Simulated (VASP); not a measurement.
Li2H:

```xyz
6
Lattice="1.3731 -2.4396 -0.0494 -4.2893 -2.5378 0.0516 0.0888 -0.0491 -5.0144" Properties=species:S:1:pos:R:3 pbc="T T T"
Li   -2.7932   -3.3949   -3.8007
Li   -1.2228   -0.9531   -3.5433
Li   -3.1038   -1.9429   -1.5057
Li    0.0968   -1.5042   -1.4358
H    -4.1283   -2.5408   -2.4440
H    -1.5350   -2.3532   -2.2071
```

| Item | Value |
| --- | --- |
| Program | VASP 6.6.1 |
| Task | relaxation of cell and atoms |
| Functional | PBE |
| Potentials or basis | VASP PAW PBE potentials, release 64 (Li_sv, H) |
| Cutoff | 600 eV |
| k mesh | 8 × 4 × 4 |
| Occupations | gaussian, width 0.2 eV |
| Spin | no spin polarisation |

At the start: pressure 2.5 GPa; volume 11.65 Å³/atom.

Question: How do energy, volume and symmetry change on relaxing?

Answer: Over 17 steps the energy falls by 121.6 meV/atom and the volume is 11.51 Å³/atom (-1.2 %); space group P1 (No. 1, to 0.1 Å) before, P-3m1 (No. 164, to 0.1 Å).

Step by step:
```tsv
step	energy change (eV)	largest force (eV/Å)	pressure (GPa)	volume (Å³)
1	0.0000	2.3360	2.48	69.92
2	-0.3594	1.1252	0.61	71.75
3	-0.5127	0.5648	-0.50	73.44
4	-0.5691	0.3471	-1.73	76.86
5	-0.5760	0.3882	-1.54	76.12
6	-0.5764	0.4021	-1.47	75.87
7	-0.6169	0.3513	-1.15	74.22
8	-0.6815	0.2190	0.12	69.41
9	-0.6829	0.1969	0.44	68.47
10	-0.7042	0.1390	0.33	68.45
11	-0.7217	0.0594	0.24	68.38
12	-0.7218	0.0594	0.24	68.38
13	-0.7270	0.0495	0.02	68.96
14	-0.7275	0.0522	-0.07	69.20
15	-0.7289	0.0317	-0.03	69.15
16	-0.7292	0.0269	-0.01	69.10
17	-0.7297	0.0192	-0.01	69.07
```

Final structure:
```xyz
6
Lattice="1.4145 -2.4531 0.0173 -4.2439 -2.4448 0.0091 -0.0028 0.0345 -4.9802" Properties=species:S:1:pos:R:3 pbc="T T T"
Li   -2.8200   -3.2454   -3.6444
Li   -1.4031   -0.8012   -3.6613
Li   -1.4272   -4.0630   -1.2954
Li   -0.0135   -1.6157   -1.3075
H    -0.0011    0.0156   -2.4868
H    -1.4169   -2.4315   -2.4793
```

Caveat: the cutoff is under 1.25 times the usual one of these potentials, so pressure, stress and relaxed cells hold a basis-set (Pulay) error.
